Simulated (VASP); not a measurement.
# NaCl (Pm-3m) in VASP: a series of runs

NaCl is run at these levels: r2SCAN, HSE06; tasks: relaxation of cell and atoms, single point.

Program: VASP 6.6.1. These are calculated values, not measurements. Logs are shortened: lines on timing, memory, paths and dates and some standing lists are left out, and cuts for length are marked.

## 1. The cell of the first run

It takes space group Pm-3m (No. 221, cubic). Conventional cell: a = 3.506 Å, b = 3.506 Å, c = 3.506 Å, α = 90.00°, β = 90.00°, γ = 90.00°. Na (site symmetry m-3m) has 8 Cl at 3.04 Å and 6 Na at 3.51 Å within 4.0 Å. Cl (site symmetry m-3m) has 8 Na at 3.04 Å and 6 Cl at 3.51 Å within 4.0 Å.

## 2. Relaxation of cell and atoms, r2SCAN

POSCAR

```
NaCl
1.0
    3.5064772242      0.0000000000      0.0000000000
    0.0000000000      3.5064772242      0.0000000000
    0.0000000000      0.0000000000      3.5064772242
Na Cl
1 1
Direct
    0.0000000000      0.0000000000      0.0000000000
    0.5000000000      0.5000000000      0.5000000000
```

INCAR.step1

```
SYSTEM = NaCl
ALGO = Normal
EDIFF = 1E-4
ENCUT = 600
GGA = PE
ISMEAR = -1
LASPH = .True.
LCHARG = .False.
LREAL = .False.
LWAVE = .True.
NELM = 60
PREC = Accurate
SIGMA = 0.02
```

INCAR.step2

```
SYSTEM = NaCl
ALGO = Normal
EDIFF = 1E-6
EDIFFG = -0.005
ENCUT = 600
IBRION = 2
ISIF = 3
ISMEAR = -1
ISTART = 1
LASPH = .True.
LCHARG = .False.
LMIXTAU = .True.
LREAL = .False.
LWAVE = .False.
METAGGA = R2SCAN
NELM = 60
NSW = 80
PREC = Accurate
SIGMA = 0.02
```

KPOINTS

```
k-points
0
Gamma
  6 6 6
  0 0 0
```

Potentials or basis: VASP PAW PBE potentials, release 64 (Na_pv, Cl).

Launch:

```sh
$ cat potpaw_PBE.64/Na_pv/POTCAR potpaw_PBE.64/Cl/POTCAR > POTCAR
$ cp INCAR.step1 INCAR
$ mpirun -np 1 vasp_std > vasp.out
$ cp INCAR.step2 INCAR
$ mpirun -np 1 vasp_std > vasp.out
```

OUTCAR:

```text
SYSTEM = NaCl
   EDIFF = 1E-6
   EDIFFG = -0.005
   ENCUT = 600
   IBRION = 2
   ISIF = 3
   ISMEAR = -1
   ISTART = 1
   LASPH = .True.
   LREAL = .False.
   METAGGA = R2SCAN
   NELM = 60
   NSW = 80
   PREC = Accurate

 ion  position               nearest neighbor table
   1  0.000  0.000  0.000-
   2  0.500  0.500  0.500-

  LATTYP: Found a simple cubic cell.
 ALAT       =     3.5064772242

  Lattice vectors:

 A1 = (   3.5064772242,   0.0000000000,   0.0000000000)
 A2 = (   0.0000000000,   3.5064772242,   0.0000000000)
 A3 = (   0.0000000000,   0.0000000000,   3.5064772242)

Analysis of symmetry for initial positions (statically):
=====================================================================
 Subroutine PRICEL returns:
 Original cell was already a primitive cell.

 Routine SETGRP: Setting up the symmetry group for a
 simple cubic supercell.

 Subroutine GETGRP returns: Found 48 space group operations
 (whereof 48 operations were pure point group operations)
 out of a pool of 48 trial point group operations.

The static configuration has the point symmetry O_h .

Analysis of symmetry for dynamics (positions and initial velocities):
=====================================================================
 Subroutine PRICEL returns:
 Original cell was already a primitive cell.

 Routine SETGRP: Setting up the symmetry group for a
 simple cubic supercell.

 Subroutine GETGRP returns: Found 48 space group operations
 (whereof 48 operations were pure point group operations)
 out of a pool of 48 trial point group operations.

The dynamic configuration has the point symmetry O_h .

 Subroutine INISYM returns: Found 48 space group operations
 (whereof 48 operations are pure point group operations),
 and found     1 'primitive' translations

----------------------------------------------------------------------------------------

                                     Primitive cell

  volume of cell :      43.1135

  direct lattice vectors                    reciprocal lattice vectors
     3.506477224  0.000000000  0.000000000     0.285186509  0.000000000  0.000000000
     0.000000000  3.506477224  0.000000000     0.000000000  0.285186509  0.000000000
     0.000000000  0.000000000  3.506477224     0.000000000  0.000000000  0.285186509

  length of vectors
     3.506477224  3.506477224  3.506477224     0.285186509  0.285186509  0.285186509

  position of ions in fractional coordinates (direct lattice)
     0.000000000  0.000000000  0.000000000
     0.500000000  0.500000000  0.500000000

  ion indices of the primitive-cell ions
   primitive index   ion index
                 1           1
                 2           2

----------------------------------------------------------------------------------------

 KPOINTS: k-points

Automatic generation of k-mesh.
 Grid dimensions read from file:
 generate k-points for:    6    6    6

 Generating k-lattice:

  Cartesian coordinates                     Fractional coordinates (reciprocal lattice)
     0.047531085  0.000000000  0.000000000     0.166666667  0.000000000  0.000000000
     0.000000000  0.047531085  0.000000000     0.000000000  0.166666667  0.000000000
     0.000000000  0.000000000  0.047531085     0.000000000  0.000000000  0.166666667

  Length of vectors
     0.047531085  0.047531085  0.047531085

  Shift w.r.t. Gamma in fractional coordinates (k-lattice)
     0.000000000  0.000000000  0.000000000

 Subroutine IBZKPT returns following result:
 ===========================================

 Found     20 irreducible k-points:

 Following reciprocal coordinates:
            Coordinates               Weight
  0.000000  0.000000  0.000000      1.000000
  0.166667  0.000000  0.000000      6.000000
  0.333333  0.000000  0.000000      6.000000
  0.500000  0.000000  0.000000      3.000000
  0.166667  0.166667  0.000000     12.000000
  0.333333  0.166667  0.000000     24.000000
[... 12 lines left out ...]
  0.500000  0.500000  0.333333      6.000000
  0.500000  0.500000  0.500000      1.000000
   k-points           NKPTS =     20   k-points in BZ     NKDIM =     20   number of bands    NBANDS=     11
   number of dos      NEDOS =    301   number of ions     NIONS =      2
   total plane-waves  NPLWV =  21952
   dimension x,y,z NGX =    28 NGY =   28 NGZ =   28
   dimension x,y,z NGXF=    56 NGYF=   56 NGZF=   56
   ions per type =               1   1
   NGX,Y,Z   is equivalent  to a cutoff of  13.28, 13.28, 13.28 a.u.
   NGXF,Y,Z  is equivalent  to a cutoff of  26.55, 26.55, 26.55 a.u.
 SYSTEM =  NaCl
   PREC   = accura    normal or accurate (medium, high low for compatibility)
   ISTART =      1    job   : 0-new  1-cont  2-samecut
   ICHARG =      0    charge: 1-file 2-atom 10-const
   ISPIN  =      1    spin polarized calculation?
   LNONCOLLINEAR =      F non collinear calculations
   LSORBIT =      F    spin-orbit coupling
   LASPH  =      T    aspherical Exc in radial PAW
   ENCUT  =  600.0 eV  44.10 Ry    6.64 a.u.   7.00  7.00  7.00*2*pi/ulx,y,z
   NELM   =     60;   NELMIN=  2; NELMDL=  0     # of ELM steps
   EDIFF  = 0.1E-05   stopping-criterion for ELM
   LREAL  =      F    real-space projection
   EDIFFG = -.5E-02   stopping-criterion for IOM
   NSW    =     80    number of steps for IOM
   IBRION =      2    ionic relax: 0-MD 1-quasi-New 2-CG
   NFREE  =      1    steps in history (QN), initial steepest desc. (CG)
   ISIF   =      3    stress and relaxation
   ISYM   =      2    0-nonsym 1-usesym 2-fastsym
   POTIM  = 0.5000    time-step for ionic-motion
   TEBEG  =    0.0;   TEEND  =   0.0 temperature during run
   PSTRESS=    0.0 pullay stress
   NELECT =      14.0000    total number of electrons
   NUPDOWN=      -1.0000    fix difference up-down
   EMIN   =  10.00;   EMAX   =-10.00  energy-range for DOS
   EFERMI =   0.00;   METHOD = LEGACY
   ISMEAR =    -1;   SIGMA  =   0.02  broadening in eV -4-tet -1-fermi 0-gaus
   EFERMI_NEDOS =   21; number of points for ismear=-14 and -15
   IALGO  =     38    algorithm
   IMIX   =      4    mixing-type and parameters
     AMIX     =   0.40;   BMIX     =  1.00
     AMIX_MAG =   1.60;   BMIX_MAG =  1.00
  volume/ion in A,a.u.               =      21.56       145.47
  Fermi-wavevector in a.u.,A,eV,Ry     =   1.125243  2.126402 17.227327  1.266173
  Thomas-Fermi vector in A             =   2.261919
   LORBIT       =      0    0 simple, 1 ext, 2 COOP (PROOUT), +10 PAW based schemes
   METAGGA = R2SCAN    functional components
   LHFCALC =     F    Hartree Fock is set to
   AEXX    =    0.0000 exact exchange contribution
   IVDW    =     0    specifies the selected vdW correction
   LEPSILON=     F    determine dielectric tensor
   LRPA    =     F    only Hartree local field effects (RPA)
 conjugate gradient relaxation of ions
 non-spin polarized calculation
  energy-cutoff  :      600.00
  volume of cell :       43.11
 maximum number of plane-waves:      1472
   NGX = 15   NGY = 15   NGZ = 15

--------------------------------------- Ionic step        1  -------------------------------------------

 number of electron      13.9999981 magnetization

 Free energy of the ion-electron system (eV)
  ---------------------------------------------------
  ext. energy  EPLUGINS =         0.00000000
  ---------------------------------------------------
  free energy    TOTEN  =       -13.45862506 eV

  energy without entropy =      -13.45862506  energy(sigma->0) =      -13.45862506

------------------------ aborting loop because EDIFF is reached ----------------------------------------

  FORCE on cell =-STRESS in cart. coord.  units (eV):
  Direction    XX          YY          ZZ          XY          YZ          ZX
  --------------------------------------------------------------------------------------
  -------------------------------------------------------------------------------------
  Total       -0.3522780     -0.3522780     -0.3522780      0.0000000      0.0000000     -0.0000000
  in kB      -13.0913075    -13.0913075    -13.0913075      0.0000000      0.0000000     -0.0000000
  external PRESSURE =     -13.0913075 kB  Pullay stress =       0.0000000 kB

 VOLUME and BASIS-vectors are now :
 -----------------------------------------------------------------------------
  energy-cutoff  :      600.00
  volume of cell :       43.11
      direct lattice vectors                 reciprocal lattice vectors
     3.506477224  0.000000000  0.000000000     0.285186509  0.000000000  0.000000000
     0.000000000  3.506477224  0.000000000     0.000000000  0.285186509  0.000000000
     0.000000000  0.000000000  3.506477224     0.000000000  0.000000000  0.285186509
[... 73 lines left out ...]
 POSITION                                       TOTAL-FORCE (eV/Angst)
 -----------------------------------------------------------------------------------
      0.00000      0.00000      0.00000        -0.000000     -0.000000      0.000000
      1.72901      1.72901      1.72901         0.000000      0.000000      0.000000
 -----------------------------------------------------------------------------------
    total drift:                               -0.000000      0.000000      0.000000

  FREE ENERGIE OF THE ION-ELECTRON SYSTEM (eV)
  ---------------------------------------------------
  free  energy   TOTEN  =       -13.4676302019 eV

  energy  without entropy=      -13.4676302019  energy(sigma->0) =      -13.46763020

--------------------------------------- Ionic step        4  -------------------------------------------

 number of electron      14.0000004 magnetization

 Free energy of the ion-electron system (eV)
  ---------------------------------------------------
  ext. energy  EPLUGINS =         0.00000000
  ---------------------------------------------------
  free energy    TOTEN  =       -13.46790624 eV

  energy without entropy =      -13.46790624  energy(sigma->0) =      -13.46790624

 E-fermi :   0.8592     XC(G=0):  -9.1204

 val. band max:        0.3659007698   @ k =   0.5000   0.5000   0.0000
 cond. band min:       5.3529386505   @ k =   0.0000   0.0000   0.0000
 fundamental gap:      4.9870378807
 Fermi energy:         0.8592117444

 k-point     1 :       0.0000    0.0000    0.0000
  band No.  band energies     occupation
      1     -22.4251      2.00000
      2     -22.4251      2.00000
      3     -22.4251      2.00000
      4     -13.7644      2.00000
      5      -0.1784      2.00000
      6      -0.1784      2.00000
      7      -0.1784      2.00000
      8       5.3529      0.00000
      9       9.4933      0.00000
     10       9.4933      0.00000
     11      17.1985      0.00000

 k-point     2 :       0.1667    0.0000    0.0000
  band No.  band energies     occupation
      1     -22.4367      2.00000
      2     -22.4241      2.00000
      3     -22.4241      2.00000
      4     -13.6678      2.00000
      5      -1.0098      2.00000
      6      -0.1178      2.00000
      7      -0.1178      2.00000
      8       6.0848      0.00000
      9       9.8181      0.00000
     10      10.1610      0.00000
     11      15.3254      0.00000
[... 272 lines left out ...]
 POSITION                                       TOTAL-FORCE (eV/Angst)
 -----------------------------------------------------------------------------------
      0.00000      0.00000      0.00000        -0.000000     -0.000000      0.000000
      1.72439      1.72439      1.72439         0.000000      0.000000      0.000000
 -----------------------------------------------------------------------------------
    total drift:                               -0.000000      0.000000      0.000000

  FREE ENERGIE OF THE ION-ELECTRON SYSTEM (eV)
  ---------------------------------------------------
  free  energy   TOTEN  =       -13.4679062442 eV

  energy  without entropy=      -13.4679062442  energy(sigma->0) =      -13.46790624

 reached required accuracy - stopping structural energy minimisation
```

It took 3 min on 1 thread of Intel Xeon 8259CL, shared host; peak memory 0.16 GiB.

What came out:

```
Free energy                           : -13.4679 eV
Relaxed volume                        : 20.51 Å³/atom
Relaxed cell                          : a = 3.449 Å, b = 3.449 Å, c = 3.449 Å, α = 90.00°, β = 90.00°, γ = 90.00°
Space group after relaxing (to 0.1 Å) : Pm-3m (No. 221)
Energy gained by relaxing             : 4.6 meV/atom
Ionic steps                           : 4
Pressure after relaxing               : 0.0 GPa
Band gap on the k mesh                : 4.99 eV (least direct gap 5.53 eV)
```

Step by step:
```tsv
step	energy change (eV)	largest force (eV/Å)	pressure (GPa)	volume (Å³)
1	0.0000	0.0000	-1.31	43.11
2	-0.0070	0.0000	-0.67	42.02
3	-0.0090	0.0000	-0.22	41.35
4	-0.0093	0.0000	0.02	41.02
```

Final structure:
```yaml
crystal:
  lattice:
    - [3.44878, 0.00000, 0.00000]
    - [0.00000, 3.44878, 0.00000]
    - [0.00000, 0.00000, 3.44878]
  atoms:
    - { symbol: Na, position: [0.00000, 0.00000, 0.00000] }
    - { symbol: Cl, position: [0.50000, 0.50000, 0.50000] }
```

Levels at points of the mesh, in eV from the valence-band top:
| k point | band 3 | band 4 | band 5 | band 6 | band 7 | band 8 | band 9 | band 10 | band 11 |
| --- | --- | --- | --- | --- | --- | --- | --- | --- | --- |
| (0.00, 0.00, 0.00) | -22.79 | -14.13 | -0.54 | -0.54 | -0.54 | 4.99 | 9.13 | 9.13 | 16.83 |
| (0.50, 0.00, 0.00) | -22.79 | -13.72 | -3.17 | -0.29 | -0.29 | 7.85 | 9.86 | 11.24 | 12.75 |
| (0.50, 0.50, 0.00) | -22.78 | -13.41 | -2.47 | -2.47 | 0.00 | 6.24 | 10.75 | 12.26 | 12.26 |
| (0.50, 0.50, 0.50) | -22.82 | -13.09 | -2.05 | -2.05 | -2.05 | 7.75 | 7.75 | 7.75 | 13.36 |

Caveat: the PAW data sets were made with another functional, which shifts forces and pressure a little. A k mesh can miss the band edges.

(Continued in part 2 of 3.)
